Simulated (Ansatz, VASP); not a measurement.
## Si4Sn: VASP beside Ansatz

INCAR

```
SYSTEM = Si4Sn
PREC = Accurate
ENCUT = 600
EDIFF = 1E-6
ISMEAR = 0
SIGMA = 0.2
LREAL = .FALSE.
LASPH = .TRUE.
NELM = 60
ALGO = Normal
ISIF = 3
LWAVE = .FALSE.
LCHARG = .FALSE.
GGA = PE
IBRION = 2
NSW = 36
EDIFFG = -0.08
```

Contents of KPOINTS:

```
regular mesh
0
G
  6 6 2
  0 0 0
```

Contents of POSCAR:

```
Si4Sn
1.0
    3.0571096000      0.0000000000      0.0000000000
   -1.5285548000      2.6475345800      0.0000000000
    0.0000000000      0.0000000000      9.8300790000
Si Sn
4 1
Direct
    0.3333333300      0.6666666700      0.8658552800
    0.3333333300      0.6666666700      0.3767953500
    0.6666666700      0.3333333300      0.1341447200
    0.6666666700      0.3333333300      0.6232046500
    0.0000000000      0.0000000000      0.0000000000
```

Input for Ansatz:

```yaml
crystal:
  lattice:
    - [3.0571096, 0.0, 0.0]
    - [-1.5285548, 2.64753458, 0.0]
    - [0.0, 0.0, 9.830079]
  atoms:
    - { symbol: Si, position: [0.33333333, 0.66666667, 0.86585528] }
    - { symbol: Si, position: [0.33333333, 0.66666667, 0.37679535] }
    - { symbol: Si, position: [0.66666667, 0.33333333, 0.13414472] }
    - { symbol: Si, position: [0.66666667, 0.33333333, 0.62320465] }
    - { symbol: Sn, position: [0.0, 0.0, 0.0] }
basis:
  ecutwfc: 420
kpoints:
  mp_grid: { grid: [6, 6, 2] }
hamiltonian:
  xc: pbe
scf:
  occupations: { method: gaussian, width: 0.2 }
  lower_state_search: "off"
output:
  forces: true
  stress: true
  eigenvalues: true
relax:
  adjacent_minimum: "off"
  f_tol: 0.08
  max_steps: 16
  cell: { stress_tol: 0.8 }
```

Change from the starting cell: species swapped into the Co4H type (P-3m1, No. 164).

Alike in both runs: task relaxation of cell and atoms; functional PBE; k mesh 6 × 6 × 2; occupations gaussian, width 0.2 eV; no spin polarisation.

```csv
,VASP,Ansatz
version,VASP 6.6.1,Ansatz 0.2.0
potentials or method,"VASP PAW PBE potentials, release 64 (Si, Sn_d), cutoff 600 eV","scalar-relativistic, plane waves, PAW"
valence electrons in the cell,30,30
```

|  | VASP | Ansatz | Ansatz less VASP |
| --- | --- | --- | --- |
| gap on the k mesh at the Fermi level, each at its own relaxed structure (eV) | none | none | - |
| relaxed volume (Å³/atom) | 19.98 | 19.57 | -0.412 |
| relaxed cell length with the largest relative difference (Å) | 7.374 | 8.178 | +0.8042 |

A gap of «none» marks a metal or a gap that the smearing closes. One of these differences is far larger than is usual between the two programs; its cause wasn't traced.

The k mesh is coarse, so the values compare programs but aren't converged. Noted on VASP's run: the volume moved by over 15 % at a fixed basis, so the end points are rough.
